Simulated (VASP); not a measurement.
# Sr (Fm-3m) in VASP: notebook

Runs on Sr. Level: LDA. Tasks: single point, relaxation of volume and atoms at fixed shape.

Program: VASP 6.6.1. These are calculated values, not measurements. Logs are shortened: lines on timing, memory, paths and dates and some standing lists are left out, and cuts for length are marked.

**1. The cell of the first run**

Symmetry: Fm-3m, No. 225, cubic system. Conventional cell: a = 5.781 Å, b = 5.781 Å, c = 5.781 Å, α = 90.00°, β = 90.00°, γ = 90.00°. Within 5.4 Å of Sr (site symmetry m-3m) lie 12 Sr at 4.09 Å.

**2. Single point, LDA**

File INCAR:

```
PREC = Accurate ; ENCUT = 520
EDIFF = 1E-6 ; ISMEAR = 0
SIGMA = 0.05 ; LREAL = False
LASPH = True ; NELM = 80
ALGO = Normal ; ISIF = 2
LWAVE = False ; LCHARG = True
LELF = True ; LVHAR = True
NBANDS = 11
```

File KPOINTS:

```
regular mesh
0
Gamma
  7 7 7
```

File POSCAR:

```
Sr
1.0
    0.0000000000      2.8905177980      2.8905177980
    2.8905177980      0.0000000000      2.8905177980
    2.8905177980      2.8905177980      0.0000000000
Sr
1
Direct
    0.0000000000      0.0000000000      0.0000000000
```

Potentials or basis: VASP PAW LDA potentials, release 64 (Sr_sv).

On the command line:

```sh
$ cat potpaw_LDA.64/Sr_sv/POTCAR > POTCAR
$ mpirun -np 1 vasp_std > vasp.out
```

OUTCAR:

```text
PREC = Accurate
   ENCUT = 520
   EDIFF = 1E-6
   ISMEAR = 0
   LREAL = False
   LASPH = True
   NELM = 80
   ISIF = 2

 ion  position               nearest neighbor table
   1  0.000  0.000  0.000-

  LATTYP: Found a face centered cubic cell.
 ALAT       =     5.7810355960

  Lattice vectors:

 A1 = (   0.0000000000,   2.8905177980,   2.8905177980)
 A2 = (   2.8905177980,   0.0000000000,   2.8905177980)
 A3 = (   2.8905177980,   2.8905177980,   0.0000000000)

Analysis of symmetry for initial positions (statically):
=====================================================================
 Subroutine PRICEL returns:
 Original cell was already a primitive cell.

 Routine SETGRP: Setting up the symmetry group for a
 face centered cubic supercell.

 Subroutine GETGRP returns: Found 48 space group operations
 (whereof 48 operations were pure point group operations)
 out of a pool of 48 trial point group operations.

The static configuration has the point symmetry O_h .

Analysis of symmetry for dynamics (positions and initial velocities):
=====================================================================
 Subroutine PRICEL returns:
 Original cell was already a primitive cell.

 Routine SETGRP: Setting up the symmetry group for a
 face centered cubic supercell.

 Subroutine GETGRP returns: Found 48 space group operations
 (whereof 48 operations were pure point group operations)
 out of a pool of 48 trial point group operations.

The dynamic configuration has the point symmetry O_h .

 Subroutine INISYM returns: Found 48 space group operations
 (whereof 48 operations are pure point group operations),
 and found     1 'primitive' translations

----------------------------------------------------------------------------------------

                                     Primitive cell

  volume of cell :      48.3011

  direct lattice vectors                    reciprocal lattice vectors
     0.000000000  2.890517798  2.890517798    -0.172979388  0.172979388  0.172979388
     2.890517798  0.000000000  2.890517798     0.172979388 -0.172979388  0.172979388
     2.890517798  2.890517798  0.000000000     0.172979388  0.172979388 -0.172979388

  length of vectors
     4.087809472  4.087809472  4.087809472     0.299609089  0.299609089  0.299609089

  position of ions in fractional coordinates (direct lattice)
     0.000000000  0.000000000  0.000000000

  ion indices of the primitive-cell ions
   primitive index   ion index
                 1           1

----------------------------------------------------------------------------------------

 KPOINTS: regular mesh

Automatic generation of k-mesh.
 Grid dimensions read from file:
 generate k-points for:    7    7    7

 Generating k-lattice:

  Cartesian coordinates                     Fractional coordinates (reciprocal lattice)
    -0.024711341  0.024711341  0.024711341     0.142857143  0.000000000  0.000000000
     0.024711341 -0.024711341  0.024711341     0.000000000  0.142857143  0.000000000
     0.024711341  0.024711341 -0.024711341     0.000000000  0.000000000  0.142857143

  Length of vectors
     0.042801298  0.042801298  0.042801298

  Shift w.r.t. Gamma in fractional coordinates (k-lattice)
     0.000000000  0.000000000  0.000000000

 Subroutine IBZKPT returns following result:
 ===========================================

 Found     20 irreducible k-points:

 Following reciprocal coordinates:
            Coordinates               Weight
  0.000000  0.000000  0.000000      1.000000
  0.142857  0.000000  0.000000      8.000000
  0.285714  0.000000  0.000000      8.000000
  0.428571  0.000000  0.000000      8.000000
  0.142857  0.142857  0.000000      6.000000
  0.285714  0.142857  0.000000     24.000000
[... 12 lines left out ...]
 -0.428571  0.428571  0.142857     24.000000
 -0.285714  0.428571  0.142857     24.000000
   k-points           NKPTS =     20   k-points in BZ     NKDIM =     20   number of bands    NBANDS=     11
   number of dos      NEDOS =    301   number of ions     NIONS =      1
   total plane-waves  NPLWV =  27000
   dimension x,y,z NGX =    30 NGY =   30 NGZ =   30
   dimension x,y,z NGXF=    60 NGYF=   60 NGZF=   60
   ions per type =               1
   NGX,Y,Z   is equivalent  to a cutoff of  12.20, 12.20, 12.20 a.u.
   NGXF,Y,Z  is equivalent  to a cutoff of  24.40, 24.40, 24.40 a.u.
 SYSTEM =  unknown system
   PREC   = accura    normal or accurate (medium, high low for compatibility)
   ISTART =      0    job   : 0-new  1-cont  2-samecut
   ICHARG =      2    charge: 1-file 2-atom 10-const
   ISPIN  =      1    spin polarized calculation?
   LNONCOLLINEAR =      F non collinear calculations
   LSORBIT =      F    spin-orbit coupling
   LASPH  =      T    aspherical Exc in radial PAW
   ENCUT  =  520.0 eV  38.22 Ry    6.18 a.u.   7.60  7.60  7.60*2*pi/ulx,y,z
   NELM   =     80;   NELMIN=  2; NELMDL= -5     # of ELM steps
   EDIFF  = 0.1E-05   stopping-criterion for ELM
   LREAL  =      F    real-space projection
   EDIFFG = 0.1E-04   stopping-criterion for IOM
   NSW    =      0    number of steps for IOM
   IBRION =     -1    ionic relax: 0-MD 1-quasi-New 2-CG
   NFREE  =      0    steps in history (QN), initial steepest desc. (CG)
   ISIF   =      2    stress and relaxation
   ISYM   =      2    0-nonsym 1-usesym 2-fastsym
   POTIM  = 0.5000    time-step for ionic-motion
   TEBEG  =    0.0;   TEEND  =   0.0 temperature during run
   PSTRESS=    0.0 pullay stress
   NELECT =      10.0000    total number of electrons
   NUPDOWN=      -1.0000    fix difference up-down
   EMIN   =  10.00;   EMAX   =-10.00  energy-range for DOS
   EFERMI =   0.00;   METHOD = LEGACY
   ISMEAR =     0;   SIGMA  =   0.05  broadening in eV -4-tet -1-fermi 0-gaus
   EFERMI_NEDOS =   21; number of points for ismear=-14 and -15
   IALGO  =     38    algorithm
   IMIX   =      4    mixing-type and parameters
     AMIX     =   0.40;   BMIX     =  1.00
     AMIX_MAG =   1.60;   BMIX_MAG =  1.00
  volume/ion in A,a.u.               =      48.30       325.95
  Fermi-wavevector in a.u.,A,eV,Ry     =   0.968477  1.830156 12.761546  0.937947
  Thomas-Fermi vector in A             =   2.098449
   LORBIT       =      0    0 simple, 1 ext, 2 COOP (PROOUT), +10 PAW based schemes
   GGA     = CA    functional components
   LHFCALC =     F    Hartree Fock is set to
   AEXX    =    0.0000 exact exchange contribution
   IVDW    =     0    specifies the selected vdW correction
   LEPSILON=     F    determine dielectric tensor
   LRPA    =     F    only Hartree local field effects (RPA)
 non-spin polarized calculation
 Gauss-broadening in eV      SIGMA  =   0.05
  energy-cutoff  :      520.00
  volume of cell :       48.30
 maximum number of plane-waves:      1315
   NGX = 15   NGY = 15   NGZ = 15

 number of electron      10.0000000 magnetization

 Free energy of the ion-electron system (eV)
  ---------------------------------------------------
  ext. energy  EPLUGINS =         0.00000000
  ---------------------------------------------------
  free energy    TOTEN  =        -1.90044363 eV

  energy without entropy =       -1.89918630  energy(sigma->0) =       -1.89981496

 E-fermi :   1.9224     XC(G=0):  -7.9740

 val. band max:        1.8689115743   @ k =  -0.2857   0.4286   0.1429
 cond. band min:       1.9758761247   @ k =  -0.4286   0.2857   0.0000
 fundamental gap:      0.1069645504
 Fermi energy:         1.9223938459

 k-point     1 :       0.0000    0.0000    0.0000
  band No.  band energies     occupation
      1     -34.3378      2.00000
      2     -16.2882      2.00000
      3     -16.2882      2.00000
      4     -16.2882      2.00000
      5      -1.9712      2.00000
      6       4.2571      0.00000
      7       4.2571      0.00000
      8       4.2571      0.00000
      9       5.9345      0.00000
     10       5.9345      0.00000
     11       9.4562      0.00000

 k-point     2 :       0.1429    0.0000    0.0000
  band No.  band energies     occupation
      1     -34.3328      2.00000
      2     -16.3501      2.00000
      3     -16.2962      2.00000
      4     -16.2962      2.00000
      5      -1.6017      2.00000
      6       3.7718      0.00000
      7       4.4081      0.00000
      8       4.4081      0.00000
      9       5.7556      0.00000
     10       5.7556      0.00000
     11      10.1444      0.00000

 k-point     3 :       0.2857    0.0000    0.0000
  band No.  band energies     occupation
      1     -34.3216      2.00000
      2     -16.4853      2.00000
      3     -16.3141      2.00000
      4     -16.3141      2.00000
      5      -0.6331      2.00000
      6       2.9474      0.00000
      7       4.3800      0.00000
      8       4.3800      0.00000
      9       6.0453      0.00000
     10       6.0453      0.00000
     11       8.9954      0.00000

 k-point     4 :       0.4286    0.0000    0.0000
  band No.  band energies     occupation
      1     -34.3126      2.00000
      2     -16.5902      2.00000
      3     -16.3284      2.00000
      4     -16.3284      2.00000
      5       0.4287      2.00000
      6       2.3254      0.00000
      7       4.1278      0.00000
      8       4.1278      0.00000
      9       6.9462      0.00000
     10       6.9462      0.00000
     11       8.2825      0.00000

 k-point     5 :       0.1429    0.1429    0.0000
  band No.  band energies     occupation
      1     -34.3312      2.00000
      2     -16.3484      2.00000
      3     -16.3098      2.00000
      4     -16.3098      2.00000
      5      -1.4796      2.00000
      6       3.6350      0.00000
      7       4.5202      0.00000
      8       4.5202      0.00000
      9       5.1228      0.00000
     10       6.1278      0.00000
     11      10.6515      0.00000
[... 155 lines left out ...]
 k-point    17 :       0.4286    0.2857    0.1429
  band No.  band energies     occupation
      1     -34.3136      2.00000
      2     -16.5034      2.00000
      3     -16.3881      2.00000
      4     -16.3408      2.00000
      5       0.1671      2.00000
      6       2.6899      0.00000
      7       3.4081      0.00000
      8       5.0637      0.00000
      9       5.5160      0.00000
     10       7.1623      0.00000
     11       9.2330      0.00000

 k-point    18 :      -0.4286    0.2857    0.1429
  band No.  band energies     occupation
      1     -34.3069      2.00000
      2     -16.5439      2.00000
      3     -16.4270      2.00000
      4     -16.3609      2.00000
      5       1.2557      2.00000
      6       2.2404      0.00000
      7       3.0392      0.00000
      8       4.8162      0.00000
      9       6.4061      0.00000
     10       7.3746      0.00000
     11       8.1077      0.00000

 k-point    19 :      -0.4286    0.4286    0.1429
  band No.  band energies     occupation
      1     -34.3040      2.00000
      2     -16.5471      2.00000
      3     -16.4310      2.00000
      4     -16.3949      2.00000
      5       1.3340      2.00000
      6       2.2826      0.00000
      7       2.9150      0.00000
      8       5.3356      0.00000
      9       6.8351      0.00000
     10       7.5588      0.00000
     11       8.1175      0.00000

 k-point    20 :      -0.2857    0.4286    0.1429
  band No.  band energies     occupation
      1     -34.3032      2.00000
      2     -16.5075      2.00000
      3     -16.4884      2.00000
      4     -16.3898      2.00000
      5       1.8689      1.86965
      6       2.2485      0.00000
      7       2.7120      0.00000
      8       4.6982      0.00000
      9       7.0242      0.00000
     10       7.0485      0.00000
     11       8.5501      0.00000

------------------------ aborting loop because EDIFF is reached ----------------------------------------

  FORCE on cell =-STRESS in cart. coord.  units (eV):
  Direction    XX          YY          ZZ          XY          YZ          ZX
  --------------------------------------------------------------------------------------
  -------------------------------------------------------------------------------------
  Total       -0.0027370     -0.0027370     -0.0027370      0.0000000     -0.0000000      0.0000000
  in kB       -0.0907882     -0.0907882     -0.0907882      0.0000000     -0.0000000      0.0000000
  external PRESSURE =      -0.0907882 kB  Pullay stress =       0.0000000 kB

 VOLUME and BASIS-vectors are now :
 -----------------------------------------------------------------------------
  energy-cutoff  :      520.00
  volume of cell :       48.30
      direct lattice vectors                 reciprocal lattice vectors
     0.000000000  2.890517798  2.890517798    -0.172979388  0.172979388  0.172979388
     2.890517798  0.000000000  2.890517798     0.172979388 -0.172979388  0.172979388
     2.890517798  2.890517798  0.000000000     0.172979388  0.172979388 -0.172979388

 POSITION                                       TOTAL-FORCE (eV/Angst)
 -----------------------------------------------------------------------------------
      0.00000      0.00000      0.00000         0.000000      0.000000      0.000000
 -----------------------------------------------------------------------------------
    total drift:                               -0.000000     -0.000000     -0.000000

  FREE ENERGIE OF THE ION-ELECTRON SYSTEM (eV)
  ---------------------------------------------------
  free  energy   TOTEN  =        -1.9004436270 eV

  energy  without entropy=       -1.8991863005  energy(sigma->0) =       -1.89981496
```

Wall time 14 s (1 thread of AMD EPYC 7R13, shared host); peak memory 0.12 GiB.

What came out:

| Quantity | Value |
| --- | --- |
| Free energy | -1.9004 eV |
| Pressure | 0.0 GPa |
| Band gap on the k mesh | 0.11 eV, indirect (least direct gap 0.34 eV) |

(Continued in part 2 of 2.)
